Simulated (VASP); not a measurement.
**Ge: relaxation of cell and atoms with PBEsol**

The system is Ge.

```
Ge
1.0
    -2.57449    2.57449    1.39741
     2.57449   -2.57449    1.39741
     2.57449    2.57449   -1.39741
Ge
2
Direct
  0.25000 0.75000 0.50000
  0.50000 0.50000 0.00000
```

```json
{"Program": "VASP 6.6.1", "Task": "relaxation of cell and atoms", "Functional": "PBEsol", "Potentials or basis": "VASP PAW PBE potentials, release 64 (Ge_d)", "Cutoff": "600 eV", "k mesh": "12 × 12 × 12", "Occupations": "methfessel-paxton, width 0.1 eV", "Spin": "no spin polarisation", "Target pressure": "6 GPa", "Dipole correction": "no", "Further INCAR settings": "ALGO = Normal; EDIFF = 1e-06; IBRION = 2; EDIFFG = -0.01; NSW = 80; ISIF = 3"}
```

The relaxed volume is 17.20 Å³/atom and the relaxed cell is a = 3.801 Å, b = 3.801 Å, c = 3.801 Å, α = 97.43°, β = 97.43°, γ = 137.84°. The space group after relaxing (to 0.1 Å) is I4_1/amd (No. 141) and the energy change on relaxing (the run minimises the enthalpy) is +19.6 meV/atom. The ionic steps are 8, the pressure after relaxing is 6.1 GPa and the band gap on the k mesh is zero (bands 14 and 15 overlap by 5.65 eV).

Step by step:
| step | energy change (eV) | largest force (eV/Å) | pressure (GPa) | volume (Å³) |
| --- | --- | --- | --- | --- |
| 1 | 0.0000 | 0.0000 | -0.87 | 37.05 |
| 2 | 0.1150 | 0.0000 | 10.76 | 32.95 |
| 3 | 0.0386 | 0.0000 | 6.16 | 34.41 |
| 4 | 0.0367 | 0.0000 | 5.71 | 34.47 |
| 5 | 0.0368 | 0.0000 | 5.84 | 34.46 |
| 6 | 0.0369 | 0.0000 | 5.86 | 34.46 |
| 7 | 0.0377 | 0.0000 | 5.91 | 34.44 |
| 8 | 0.0392 | 0.0000 | 6.06 | 34.40 |

Final structure:
```
CELL_PARAMETERS angstrom
-2.50783 2.50783 1.36727
2.50783 -2.50783 1.36727
2.50783 2.50783 -1.36727
ATOMIC_POSITIONS crystal
Ge 0.25000 0.75000 0.50000
Ge 0.50000 0.50000 0.00000
```

Levels at points of the mesh, in eV from the Fermi level:
| k point | band 10 | band 11 | band 12 | band 13 | band 14 | band 15 | band 16 | band 17 | band 18 |
| --- | --- | --- | --- | --- | --- | --- | --- | --- | --- |
| (0.00, 0.00, 0.00) | -24.40 | -14.01 | -3.79 | -2.57 | -2.57 | 3.07 | 8.12 | 8.12 | 8.64 |
| (0.50, 0.00, 0.00) | -24.45 | -8.30 | -6.78 | -2.56 | -2.22 | -1.56 | 2.31 | 3.80 | 5.90 |
| (0.50, 0.50, 0.00) | -24.50 | -11.08 | -11.08 | 0.58 | 0.58 | 2.10 | 2.10 | 7.87 | 7.87 |
| (0.50, 0.50, 0.50) | -24.55 | -9.13 | -9.13 | -6.46 | -6.46 | 6.35 | 6.35 | 11.95 | 11.95 |

Run time: 5.4 min on 1 thread of Intel Xeon 8259CL (shared host), peak memory 0.26 GiB.

Caveat: the cell is relaxed towards a set pressure, so the run minimises the enthalpy, not the energy; the PAW data sets were made with another functional, which shifts forces and pressure a little.
